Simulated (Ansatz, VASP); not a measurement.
**GaSb: VASP beside Ansatz**

```
Ga Sb
1.0
     0.00000    2.90605    3.05900
     2.90605    0.00000    3.05900
     2.90605    2.90605    0.00000
Ga Sb
1 1
Cartesian
  0.0000 0.0000 0.0000
  1.4530 1.4530 1.5295
```

Alike in both runs: task single point; functional PBE; k mesh 5 × 5 × 5; occupations gaussian, width 0.02 eV; no spin polarisation.

|  | VASP | Ansatz |
| --- | --- | --- |
| version | VASP 6.6.1 | Ansatz 0.2.0 |
| potentials or method | VASP PAW PBE potentials, release 64 (Ga_d, Sb), cutoff 500 eV | plane waves, PAW |
| valence electrons in the cell | 18 | 28 |

|  | VASP | Ansatz | Ansatz less VASP |
| --- | --- | --- | --- |
| pressure (GPa) | 9.6 | 9.5 | -0.11 |
| traceless stress, the component that is largest in VASP (GPa) | -1.69 | -1.70 | -0.004 |

VASP's potentials hold 18 valence electrons a cell and Ansatz's 28, so a difference there can come from the potentials and not from the codes. Ansatz's warnings: stress scf threshold loose.

Neither program's run includes spin-orbit coupling.
